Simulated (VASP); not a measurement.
A run of VASP 6.6.1 is set up as follows.

File INCAR:

```
SYSTEM = BaTiO3
ALGO     = Normal         ! electronic algorithm
EDIFF    = 1E-7           ! SCF threshold, eV
ENCUT    = 520            ! plane-wave cutoff, eV
GGA      = PE             ! functional
ISIF     = 2              ! what is computed and relaxed
ISMEAR   = 0              ! smearing method
LASPH    = .TRUE.         ! aspherical terms in the spheres
LCHARG   = .FALSE.        ! write CHGCAR
LDAU     = .TRUE.         ! DFT+U
LDAUJ    = 0 0 0        
LDAUL    = -1 2 -1        ! shell
LDAUPRINT= 1            
LDAUTYPE = 2            
LDAUU    = 0 4 0          ! U, eV
LMAXMIX  = 4              ! l up to which the mixer works
LREAL    = .FALSE.        ! projectors in reciprocal space
LWAVE    = .FALSE.        ! write WAVECAR
NBANDS   = 28             ! bands
NELM     = 150            ! most SCF steps
PREC     = Accurate       ! precision mode
SIGMA    = 0.05           ! smearing width, eV
```

The input KPOINTS:

```
k-points
0
G
  6 6 6
  0 0 0
```

POSCAR

```
BaTiO3
1.0
    2.9461832477      1.7009796911      2.3460535783
   -2.9461832477      1.7009796911      2.3460535783
    0.0000000000     -3.4019593823      2.3460535783
Ba Ti O
1 1 3
Direct
    0.0026800181      0.0026800181      0.0026800181
    0.5127992509      0.5127992509      0.5127992509
    0.4903227049      0.4903227049      0.9825753212
    0.4903227049      0.9825753212      0.4903227049
    0.9825753212      0.4903227049      0.4903227049
```

Potentials or basis: VASP PAW PBE potentials, release 64 (Ba_sv, Ti_sv, O).

The run is started by

```console
$ cat potpaw_PBE.64/Ba_sv/POTCAR potpaw_PBE.64/Ti_sv/POTCAR potpaw_PBE.64/O/POTCAR > POTCAR
$ mpirun -np 1 vasp_std > vasp.out
```

**Question.** What does it give for the band gap on the k mesh?

**Answer.** 2.42 eV (least direct gap 2.85 eV).

**Question.** Estimate the largest force.

**Answer.** 0.107 eV/Å.

**Question.** Predict the pressure.

**Answer.** -5.4 GPa.

Stress tensor (GPa, compression positive):
```
-7.44  0.00  0.00
 0.00 -7.44  0.00
 0.00  0.00 -1.40
```

Caveat: the cell differs from its parent crystal (strain +0.030 along x and y, +0.000 along z); the stress differs along the axes, from -7 to -1 GPa; spin-orbit coupling is left out, which moves the levels of the heavy elements. A k mesh can miss the band edges.
